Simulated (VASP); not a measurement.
Input of a VASP 6.6.1 run:

INCAR

```
SYSTEM = Sn4F
PREC = Accurate ; ENCUT = 600
EDIFF = 1E-7 ; ISMEAR = 0
SIGMA = 0.1 ; LREAL = .FALSE.
LASPH = .TRUE. ; NELM = 100
ALGO = Normal ; ISIF = 3
LWAVE = .FALSE. ; LCHARG = .FALSE.
GGA = PE ; IBRION = 2
NSW = 100 ; EDIFFG = -0.01
```

Contents of KPOINTS:

```
Automatic mesh
0
G
  8 8 8
  0 0 0
```

The input POSCAR:

```
Sn4F
1.0
    5.0291923142      0.0000000000      0.0000000000
    0.0000000000      5.0291923142      0.0000000000
    0.0000000000      0.0000000000      5.0291923142
Sn F
4 1
Direct
    0.0000000000      0.5000000000      0.5000000000
    0.5000000000      0.0000000000      0.5000000000
    0.5000000000      0.5000000000      0.0000000000
    0.0000000000      0.0000000000      0.0000000000
    0.5000000000      0.5000000000      0.5000000000
```

Potentials or basis: VASP PAW PBE potentials, release 64 (Sn_d, F).

Run with:

```bash
$ cat potpaw_PBE.64/Sn_d/POTCAR potpaw_PBE.64/F/POTCAR > POTCAR
$ mpirun -np 1 vasp_std > vasp.out
```

(1) Estimate the relaxed cell.

(2) Predict the space group after relaxing (to 0.05 Å).

(3) Predict the relaxed volume.

Answers

(1) a = 5.058 Å, b = 5.058 Å, c = 5.058 Å, α = 90.00°, β = 90.00°, γ = 90.00°.

(2) Pm-3m (No. 221).

(3) 25.89 Å³/atom.

Caveat: an odd number of electrons without spin polarisation forces a metal; a magnetic or distorted state may lie lower.
